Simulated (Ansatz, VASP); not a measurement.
This is a calculation of HfN for Ansatz 0.2.0.

Contents of input:

```
crystal:
  lattice:
    - [2.82503, 0.0, 0.0]
    - [0.0, 2.82503, 0.0]
    - [0.0, 0.0, 2.82503]
  atoms:
    - { symbol: Hf, position: [0.5, 0.5, 0.5] }
    - { symbol: "N", position: [0.0, 0.0, 0.0] }
hamiltonian:
  xc: { exchange: pbesol, correlation: pbesol, exx: { coeff: 0.25 } }
  pseudopotentials: { kind: paw }
kpoints:
  mp_grid: { grid: [5, 5, 5] }
scf:
  occupations: { method: fermi_dirac, width: 0.05 }
output:
  forces: true
  stress: true
  eigenvalues: true
relax:
  f_tol: 0.01
  max_steps: 40
  cell: { stress_tol: 0.05 }
```

Problem. Set up the same calculation for VASP 6.6.1. Potentials there: VASP PAW PBE potentials, release 64 (Hf_pv, N).

Solution. As run (the cutoff follows the program's own potentials):

The input POSCAR:

```
HfN
1.0
    2.8250300000      0.0000000000      0.0000000000
    0.0000000000      2.8250300000      0.0000000000
    0.0000000000      0.0000000000      2.8250300000
Hf N
1 1
Direct
    0.5000000000      0.5000000000      0.5000000000
    0.0000000000      0.0000000000      0.0000000000
```

INCAR.step1

```
PREC     = Accurate       # precision mode
ENCUT    = 600            # plane-wave cutoff, eV
EDIFF    = 1E-5           # SCF threshold, eV
ISMEAR   = -1             # smearing method
SIGMA    = 0.05           # smearing width, eV
LREAL    = False          # projectors in reciprocal space
LASPH    = True           # aspherical terms in the spheres
NELM     = 100            # most SCF steps
ALGO     = Normal         # electronic algorithm
LWAVE    = True           # write WAVECAR
LCHARG   = False          # write CHGCAR
GGA      = PE             # functional
NBANDS   = 14             # bands
```

INCAR.step2

```
PREC     = Accurate       # precision mode
ENCUT    = 600            # plane-wave cutoff, eV
EDIFF    = 1E-6           # SCF threshold, eV
ISMEAR   = -1             # smearing method
SIGMA    = 0.05           # smearing width, eV
LREAL    = False          # projectors in reciprocal space
LASPH    = True           # aspherical terms in the spheres
NELM     = 100            # most SCF steps
ALGO     = Normal         # electronic algorithm
ISIF     = 3              # what is computed and relaxed
LWAVE    = False          # write WAVECAR
LCHARG   = False          # write CHGCAR
GGA      = PS             # functional
LHFCALC  = True           # exact exchange
AEXX     = 0.25           # exact-exchange fraction
PRECFOCK = Normal       
IBRION   = 2              # ionic algorithm
NSW      = 60             # ionic steps
EDIFFG   = -0.01          # ionic threshold
ISTART   = 1
```

The input KPOINTS:

```
regular mesh
0
Gamma
  5 5 5
```

Potentials or basis: VASP PAW PBE potentials, release 64 (Hf_pv, N).

Command:

```sh
$ cat potpaw_PBE.64/Hf_pv/POTCAR potpaw_PBE.64/N/POTCAR > POTCAR
$ cp INCAR.step1 INCAR
$ mpirun -np 1 vasp_std > vasp.out
$ cp INCAR.step2 INCAR
$ mpirun -np 1 vasp_std > vasp.out
```

Both were run:

|  | VASP | Ansatz | Ansatz less VASP |
| --- | --- | --- | --- |
| gap on the k mesh at the Fermi level, each at its own relaxed structure (eV) | none | none | - |
| relaxed volume (Å³/atom) | 10.52 | 10.71 | +0.188 |
| relaxed cell length with the largest relative difference (Å) | 2.761 | 2.777 | +0.0164 |

VASP's potentials were made for PBE, not for PBEsol-based global hybrid. A gap of «none» marks a metal or a gap that the smearing closes. VASP's potentials hold 15 valence electrons a cell and Ansatz's 31, so a difference there can come from the potentials and not from the codes.

The k mesh is coarse, so the values compare programs but aren't converged. Spin-orbit coupling is off throughout. Noted on Ansatz's run: the plane-wave basis is chosen anew once the cell has moved, so the energies of steps on either side of that aren't comparable.
